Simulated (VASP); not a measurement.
MnO2:

```
Mn O
1.0
     2.81797    0.00000    0.00000
    -1.40899    2.44043    0.00000
     0.00000    0.00000    4.53919
Mn O
1 2
Direct
  0.00000 0.00000 0.50000
  0.33333 0.66667 0.70629
  0.66667 0.33333 0.29371
```

Base run:

| Quantity | Value |
| --- | --- |
| Program | VASP 6.6.1 |
| Functional | LDA |
| Potentials or basis | VASP PAW LDA potentials, release 64 (Mn_pv, O) |
| Cutoff | 520 eV |
| k mesh | 11 × 11 × 6 |
| Occupations | fermi-dirac, width 0.05 eV |
| Spin | collinear spin, ferromagnetic start |
| Starting moments | [4.0, 0.0, 0.0] μB |

Its results: band gap on the k mesh 0.15 eV (least direct gap 0.18 eV); pressure 0.4 GPa; net moment 2.99 μB per cell; site moments Mn +2.74; O +0.08 μB; largest force 0.158 eV/Å.

The run is repeated on the same cell with these changes: functional from LDA to PBEsol; potentials or basis from VASP PAW LDA potentials, release 64 (Mn_pv, O) to VASP PAW PBE potentials, release 64 (Mn_pv, O). What comes out?

Band gap on the k mesh 0.54 eV (least direct gap 0.59 eV); pressure 7.6 GPa; net moment 3.00 μB per cell; site moments Mn +2.80; O +0.06 μB; largest force 0.544 eV/Å.

Caveats: an odd mesh through Γ misses points on the zone boundary, where band edges can lie; a cell with one magnetic atom can't hold antiferromagnetic order, which such compounds often take; the cell stands under pressure (at least some runs); the PAW data sets were made with another functional, which shifts forces and pressure a little (at least some runs).
